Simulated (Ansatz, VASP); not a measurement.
# Si: VASP beside Ansatz

The input INCAR:

```
ALGO     = Normal         # electronic algorithm
DIPOL    = 0.5 0.5 0.500
EDIFF    = 1E-6           # SCF threshold, eV
ENCUT    = 400            # plane-wave cutoff, eV
GGA      = PE             # functional
GGA_COMPAT= F            
IDIPOL   = 3            
ISIF     = 2              # what is computed and relaxed
ISMEAR   = -1             # smearing method
LASPH    = T              # aspherical terms in the spheres
LCHARG   = F              # write CHGCAR
LDIPOL   = T            
LREAL    = F              # projectors in reciprocal space
LWAVE    = F              # write WAVECAR
NBANDS   = 21             # bands
NELM     = 120            # most SCF steps
NELMDL   = -8           
PREC     = Accurate       # precision mode
SIGMA    = 0.02           # smearing width, eV
```

KPOINTS

```
k-points
0
Gamma
  7 7 1
```

The input POSCAR:

```
Si
1.0
    3.8685410222      0.0000000000      0.0000000000
    0.0000000000      3.8685410222      0.0000000000
    0.0000000000      0.0000000000     22.8387000000
Si
6
Direct
    0.7500000000      0.0000000000      0.3502830946
    0.2500000000      0.0000000000      0.4101698568
    0.2500000000      0.5000000000      0.4700566189
    0.7500000000      0.5000000000      0.5299433811
    0.7500000000      0.0000000000      0.5898301432
    0.2500000000      0.0000000000      0.6497169054
```

Input for Ansatz:

```yaml
crystal:
  lattice:
    - [3.8685410222, 0.0, 0.0]
    - [0.0, 3.8685410222, 0.0]
    - [0.0, 0.0, 22.8387]
  atoms:
    - { symbol: Si, position: [0.75, 0.0, 0.3502830946] }
    - { symbol: Si, position: [0.25, 0.0, 0.4101698568] }
    - { symbol: Si, position: [0.25, 0.5, 0.4700566189] }
    - { symbol: Si, position: [0.75, 0.5, 0.5299433811] }
    - { symbol: Si, position: [0.75, 0.0, 0.5898301432] }
    - { symbol: Si, position: [0.25, 0.0, 0.6497169054] }
kpoints:
  mp_grid: { grid: [7, 7, 1] }
scf:
  occupations: { method: fermi_dirac, width: 0.02 }
hamiltonian:
  xc: pbe
  pseudopotentials: { kind: all_electron, lapw: { basis_error: 0.001 } }
output:
  forces: true
  stress: true
  eigenvalues: true
  populations: true
  dos: { projected: true, de: 0.2, e_range: [-14, 8] }
efield:
  axis: 3
  amplitude: 0
  dipole_correction: true
```

Alike in both runs: task single point; functional PBE; k mesh 7 × 7 × 1; occupations fermi-dirac, width 0.02 eV; no spin polarisation.

|  | VASP | Ansatz |
| --- | --- | --- |
| version | VASP 6.6.1 | Ansatz 0.2.0 |
| potentials or method | VASP PAW PBE potentials, release 64 (Si), cutoff 400 eV | all-electron LAPW, scalar-relativistic |

Ansatz gave:

```
rms of the force components (eV/Å) : 0.079
```

Question: Estimate VASP's values.

Answer: rms of the force components (eV/Å): 0.080.

Atom by atom the forces differ by 0.002 eV/Å (rms over components). Ansatz ran all-electron here, and VASP with PAW potentials.
